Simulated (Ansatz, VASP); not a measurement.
**Two plane-wave programs on GeCl2**

```
Ge Cl
1.0
     4.98392    0.00000    0.00000
    -2.49196    4.31620    0.00000
     0.00000    0.00000    6.55609
Ge Cl
1 2
Direct
  0.00000 0.00000 0.76265
  0.33333 0.66667 0.76250
  0.66667 0.33333 0.76250
```

Alike in both runs: functional PBE; k mesh 12 × 12 × 6; occupations gaussian, width 0.02 eV; no spin polarisation.

Ansatz relaxed the structure, and its values are those at the end. VASP's run is a single point on that final structure, the one shown.

```csv
,VASP,Ansatz
version,VASP 6.6.1,Ansatz 0.2.0
potentials or method,"VASP PAW PBE potentials, release 64 (Ge_d, Cl), cutoff 520 eV","scalar-relativistic, plane waves, PAW"
valence electrons in the cell,28,28
```

|  | VASP | Ansatz | Ansatz less VASP |
| --- | --- | --- | --- |
| gap on the k mesh at the Fermi level (eV) | 0.43 | 0.43 | +0.004 |
| least direct gap on the mesh (eV) | 0.43 | 0.43 | +0.004 |
